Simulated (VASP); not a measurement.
Sn:

```
Sn
1.0
     2.62021   -1.84387    0.00000
     2.62021    1.84387    0.00000
     0.00000    0.00000    5.24556
Sn
2
Direct
  0.74982 0.25018 0.25000
  0.25018 0.74982 0.75000
```

This isn't the form of Sn at room conditions, which is tetragonal (white tin).

- Program: VASP 6.6.1
- Task: relaxation of cell and atoms
- Functional: PBE
- Potentials or basis: VASP PAW PBE potentials, release 64 (Sn_d)
- Cutoff: 600 eV
- k mesh: 14 × 14 × 8
- Occupations: gaussian, width 0.1 eV
- Spin: no spin polarisation

At the start: pressure 5.1 GPa; volume 25.34 Å³/atom.

Problem. How do energy, volume and symmetry change on relaxing?

Solution. Over 5 steps the energy falls by 34.1 meV/atom and the volume is 27.63 Å³/atom (+9.0 %); space group Im-3m (No. 229, to 0.1 Å) before and after.

The path:
| step | energy change (eV) | largest force (eV/Å) | pressure (GPa) | volume (Å³) |
| --- | --- | --- | --- | --- |
| 1 | 0.0000 | 0.0007 | 5.14 | 50.69 |
| 2 | -0.0615 | 0.0002 | -1.29 | 56.89 |
| 3 | -0.0681 | 0.0003 | 0.01 | 55.26 |
| 4 | -0.0681 | 0.0003 | -0.07 | 55.36 |
| 5 | -0.0681 | 0.0002 | 0.01 | 55.27 |

Final structure:
```
Sn
1.0
     2.68873   -1.89749    0.00000
     2.68873    1.89749    0.00000
     0.00000    0.00000    5.41625
Sn
2
Direct
  0.74983 0.25017 0.25000
  0.25017 0.74983 0.75000
```
